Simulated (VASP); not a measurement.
Here is a VASP 6.6.1 calculation.

The input INCAR:

```
PREC     = Accurate       # precision mode
ENCUT    = 520            # plane-wave cutoff, eV
EDIFF    = 1E-6           # SCF threshold, eV
ISMEAR   = 0              # smearing method
SIGMA    = 0.05           # smearing width, eV
LREAL    = False          # projectors in reciprocal space
LASPH    = True           # aspherical terms in the spheres
NELM     = 100            # most SCF steps
ALGO     = Normal         # electronic algorithm
ISIF     = 2              # what is computed and relaxed
LWAVE    = False          # write WAVECAR
LCHARG   = False          # write CHGCAR
GGA      = PS             # functional
NBANDS   = 46             # bands
```

KPOINTS

```
regular mesh
0
Gamma
  4 4 8
```

The input POSCAR:

```
Zn4HO4
1.0
    5.5148137916      0.0000000000      0.0000000000
    0.0000000000      5.5148137916      0.0000000000
    0.0000000000      0.0000000000      3.2430062931
Zn O H
4 4 1
Direct
    0.1820657240      0.1820657240      0.5000000000
    0.8179342760      0.8179342760      0.5000000000
    0.6820657240      0.3179342760      0.0000000000
    0.3179342760      0.6820657240      0.0000000000
    0.8180023132      0.1819976868      0.5000000000
    0.1819976868      0.8180023132      0.5000000000
    0.6819976868      0.6819976868      0.0000000000
    0.3180023132      0.3180023132      0.0000000000
    1.0000405349     -0.4180023132      0.3000000000
```

Potentials or basis: VASP PAW PBE potentials, release 64 (Zn, O, H).

The run is started by

```console
$ cat potpaw_PBE.64/Zn/POTCAR potpaw_PBE.64/O/POTCAR potpaw_PBE.64/H/POTCAR > POTCAR
$ mpirun -np 1 vasp_std > vasp.out
```

(1) What does it give for the largest force?

(2) Predict the pressure.

Answers

(1) 0.912 eV/Å.

(2) 4.7 GPa.

Caveat: the PAW data sets were made with another functional, which shifts forces and pressure a little; an odd number of electrons without spin polarisation forces a metal; a magnetic or distorted state may lie lower.
